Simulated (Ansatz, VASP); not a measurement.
**One calculation of TaN, two programs**

```xyz
2
Lattice="2.9362 0.0000 0.0000 -1.4681 2.5428 0.0000 0.0000 0.0000 2.8846" Properties=species:S:1:pos:R:3 pbc="T T T"
Ta    0.0000    1.6952    1.4423
N     0.0000    0.0000    0.0000
```

Alike in both runs: functional r2SCAN; k mesh 18 × 18 × 14; occupations gaussian, width 0.1 eV; no spin polarisation.

Ansatz relaxed the structure, and its values are those at the end. VASP's run is a single point on that final structure, the one shown.

|  | VASP | Ansatz |
| --- | --- | --- |
| version | VASP 6.6.1 | Ansatz 0.2.0 |
| potentials or method | VASP PAW PBE potentials, release 64 (Ta_pv, N), cutoff 520 eV | scalar-relativistic, plane waves, PAW |
| valence electrons in the cell | 16 | 18 |

```csv
,VASP,Ansatz,Ansatz less VASP
gap on the k mesh at the Fermi level (eV),none,none,-
pressure (GPa),1.6,0.0,-1.62
```

VASP's potentials were made for PBE, not for r2SCAN. A gap of «none» marks a metal or a gap that the smearing closes. The functional is the same, so the differences come from potentials, cutoffs and numerics. VASP's potentials hold 16 valence electrons a cell and Ansatz's 18, so a difference there can come from the potentials and not from the codes.

Neither program's run includes spin-orbit coupling.
